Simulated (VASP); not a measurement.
Ni3Ge, 4 atoms in the cell. Symmetry: Pm-3m, No. 221, cubic system. The conventional cell has a = 3.405 Å, b = 3.405 Å, c = 3.405 Å, α = 90.00°, β = 90.00°, γ = 90.00°. Ni (site symmetry 4/mmm) has 8 Ni at 2.41 Å and 4 Ge at 2.41 Å within 3.2 Å. Ge (site symmetry m-3m) has 12 Ni at 2.41 Å within 3.2 Å. 

- Program: VASP 6.6.1
- Task: relaxation of cell and atoms
- Functional: r2SCAN
- Potentials or basis: VASP PAW PBE potentials, release 64 (Ni, Ge_d)
- Cutoff: 600 eV
- k mesh: 12 × 12 × 12
- Occupations: gaussian, width 0.1 eV
- Spin: no spin polarisation
- Target pressure: 30 GPa
- Dipole correction: no
- Further INCAR settings: ALGO = Normal; EDIFF = 1e-06; IBRION = 2; EDIFFG = -0.008; NSW = 70; ISIF = 3

Potentials or basis: VASP PAW PBE potentials, release 64 (Ni, Ge_d).

Run with:

```console
$ cat potpaw_PBE.64/Ni/POTCAR potpaw_PBE.64/Ge_d/POTCAR > POTCAR
$ cp INCAR.step1 INCAR
$ mpirun -np 1 vasp_std > vasp.out
$ cp INCAR.step2 INCAR
$ mpirun -np 1 vasp_std > vasp.out
```

Hardware: 1 thread of AMD EPYC 9R45 96-Core Processor (Zen 5), with other jobs on the host.

Task: How long does it take, and how much memory?

Result: It took 11 min on 1 thread of AMD EPYC 9R45 96-Core Processor (Zen 5), on a shared host, peak memory 0.21 GiB. Counts: k points 84, ion steps 3.
